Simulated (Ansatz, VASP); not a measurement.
## HfN in VASP and in Ansatz

Contents of INCAR:

```
  PREC = Accurate
  ENCUT = 520
  EDIFF = 1E-6
  ISMEAR = 0
  SIGMA = 0.15
  LREAL = False
  LASPH = True
  NELM = 80
  ALGO = Normal
  ISIF = 2
  LWAVE = False
  LCHARG = False
  GGA = CA
  NBANDS = 23
```

Contents of KPOINTS:

```
Automatic mesh
0
Gamma
  14 14 10
```

POSCAR

```
HfN
1.0
    0.0000000000     -2.2339756809     -2.2339756809
    0.0000000000      2.2339756809     -2.2339756809
    4.4679513618      0.0000000000      0.0000000000
Hf N
2 2
Direct
    0.5138892730      0.4861107270      0.5000000000
   -0.0138892730      0.0138892730      0.0000000000
    0.4873316090      0.5126683910      0.0000000000
    0.0126683910     -0.0126683910      0.5000000000
```

Input for Ansatz:

```yaml
crystal:
  lattice:
    - [0.0, -2.2339756809, -2.2339756809]
    - [0.0, 2.2339756809, -2.2339756809]
    - [4.4679513618, 0.0, 0.0]
  atoms:
    - { symbol: Hf, position: [0.513889273, 0.486110727, 0.5] }
    - { symbol: Hf, position: [-0.013889273, 0.013889273, 0.0] }
    - { symbol: "N", position: [0.487331609, 0.512668391, 0.0] }
    - { symbol: "N", position: [0.012668391, -0.012668391, 0.5] }
basis:
  ecutwfc: 520.0
kpoints:
  mp_grid: { grid: [14, 14, 10] }
hamiltonian:
  xc: lda
  pseudopotentials: { kind: paw, azcp: { folder: soft_1 } }
scf:
  occupations: { method: gaussian, width: 0.15 }
output:
  forces: true
  stress: true
  eigenvalues: true
  write_density: true
  write_potential: true
  elf: true
  volumetric_format: npy
```

Change from the starting cell: mode 4 frozen in at -0.063 Å and mode 11 at +0.022 Å (largest displacements).

Alike in both runs: task single point; functional LDA; k mesh 14 × 14 × 10; occupations gaussian, width 0.15 eV; no spin polarisation.

|  | VASP | Ansatz |
| --- | --- | --- |
| version | VASP 6.6.1 | Ansatz 0.2.0 |
| potentials or method | VASP PAW LDA potentials, release 64 (Hf_pv, N), cutoff 520 eV | scalar-relativistic, plane waves, PAW |
| valence electrons in the cell | 30 | 62 |

Ansatz gave:

- gap on the k mesh at the Fermi level (eV): none
- pressure (GPa): 0.2
- traceless stress, the component that is largest in VASP (GPa): 0.37
- rms of the force components (eV/Å): 0.342

Q: What did VASP give for the same quantities?

A: gap on the k mesh at the Fermi level (eV): none; pressure (GPa): -1.0; traceless stress, the component that is largest in VASP (GPa): 0.35; rms of the force components (eV/Å): 0.348.

Ansatz warns that its potentials were made for another functional, while VASP's fit it. LDA's correlation is that of Perdew and Zunger in VASP and of Perdew and Wang (1992) in Ansatz. Atom by atom the forces differ by 0.006 eV/Å (rms over components). A gap of «none» marks a metal or a gap that the smearing closes. VASP's potentials hold 30 valence electrons a cell and Ansatz's 62, so a difference there can come from the potentials and not from the codes.

Spin-orbit coupling is off throughout.
